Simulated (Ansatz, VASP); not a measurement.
## One calculation of Ge4MoW, two programs

```
Ge Mo W
1.0
     3.48265    0.00000    0.00000
     0.00000    8.62309    0.00000
     0.00000    0.00000    6.41478
Ge Mo W
8 2 2
Direct
  0.50000 0.29166 0.13466
  0.00000 0.79007 0.36462
  0.50000 0.70834 0.63466
  0.00000 0.20993 0.86462
  0.50000 0.88235 0.06296
  0.00000 0.38256 0.43829
  0.50000 0.11765 0.56296
  0.00000 0.61744 0.93829
  0.50000 0.42081 0.74957
  0.50000 0.57919 0.24957
  0.00000 0.92124 0.74990
  0.00000 0.07876 0.24990
```

Alike in both runs: functional PBE; k mesh 6 × 2 × 4; occupations gaussian, width 0.1 eV; no spin polarisation.

Ansatz relaxed the structure, and its values are those at the end. VASP's run is a single point on that final structure, the one shown.

|  | VASP | Ansatz |
| --- | --- | --- |
| version | VASP 6.6.1 | Ansatz 0.2.0 |
| potentials or method | VASP PAW PBE potentials, release 64 (Ge_d, Mo_sv, W_sv), cutoff 520 eV | scalar-relativistic, plane waves, PAW |
| valence electrons in the cell | 168 | 168 |

Ansatz gave:

* gap on the k mesh at the Fermi level (eV): none
* pressure (GPa): 0.0
* rms of the force components (eV/Å): 0.005

Problem. Which values does VASP return?

Solution. gap on the k mesh at the Fermi level (eV): none; pressure (GPa): 0.2; rms of the force components (eV/Å): 0.004.

A gap of «none» marks a metal or a gap that the smearing closes.

The k mesh is coarse, so the values compare programs but aren't converged. Neither program's run includes spin-orbit coupling.
